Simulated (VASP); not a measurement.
Wanted: the native input for a VASP 6.6.1 run.

```
Task                   : single point
Functional             : PBE
Potentials or basis    : VASP PAW PBE potentials, release 64 (Pd, Br)
Cutoff                 : 520 eV
k mesh                 : 10 × 10 × 10
Occupations            : gaussian, width 0.1 eV
Spin                   : collinear spin
Starting moments       : [0.79, 0.65, 0.65, 0.65] μB
Dipole correction      : no
Further INCAR settings : ALGO = Normal; EDIFF = 1e-06; NBANDS = 28
```

The structure of PdBr3 lies in POSCAR:

```
PdBr3
1.0
    4.6377598656      0.0000000000      0.0000000000
    0.0000000000      4.6377598656      0.0000000000
    0.0000000000      0.0000000000      4.6377598656
Pd Br
1 3
Direct
    0.0000000000      0.0000000000      0.0000000000
    0.0000000000      0.5000000000      0.5000000000
    0.5000000000      0.0000000000      0.5000000000
    0.5000000000      0.5000000000      0.0000000000
```

These files were run (other wordings do the same):

INCAR

```
SYSTEM = PdBr3
PREC     = Accurate       ! precision mode
ENCUT    = 520            ! plane-wave cutoff, eV
EDIFF    = 1E-6           ! SCF threshold, eV
ISMEAR   = 0              ! smearing method
SIGMA    = 0.1            ! smearing width, eV
LREAL    = .False.        ! projectors in reciprocal space
LASPH    = .True.         ! aspherical terms in the spheres
NELM     = 150            ! most SCF steps
ALGO     = Normal         ! electronic algorithm
ISIF     = 2              ! what is computed and relaxed
LWAVE    = .False.        ! write WAVECAR
LCHARG   = .False.        ! write CHGCAR
ISPIN    = 2              ! spin polarisation
MAGMOM   = 0.79 0.65 0.65 0.65 ! initial moments
LORBIT   = 11             ! projections on sites
LMAXMIX  = 4              ! l up to which the mixer works
GGA      = PE             ! functional
NBANDS   = 28             ! bands
```

KPOINTS

```
Automatic mesh
0
Gamma
  10 10 10
  0 0 0
```

Potentials or basis: VASP PAW PBE potentials, release 64 (Pd, Br).

The run is started by

```console
$ cat potpaw_PBE.64/Pd/POTCAR potpaw_PBE.64/Br/POTCAR > POTCAR
$ mpirun -np 1 vasp_std > vasp.out
```

It gave:

| Item | Value |
| --- | --- |
| Pressure | 0.1 GPa |
| Net moment | 2.82 μB per cell |
| Site moments | Pd +0.77; Br +0.56 μB |
| Valence electrons inside the program's atomic spheres | Pd 8.81; Br 4.72 |

Wall time 2.6 min on 1 thread of Intel(R) Xeon(R) Platinum 8559C (Emerald Rapids), on a shared host, peak memory 0.39 GiB.
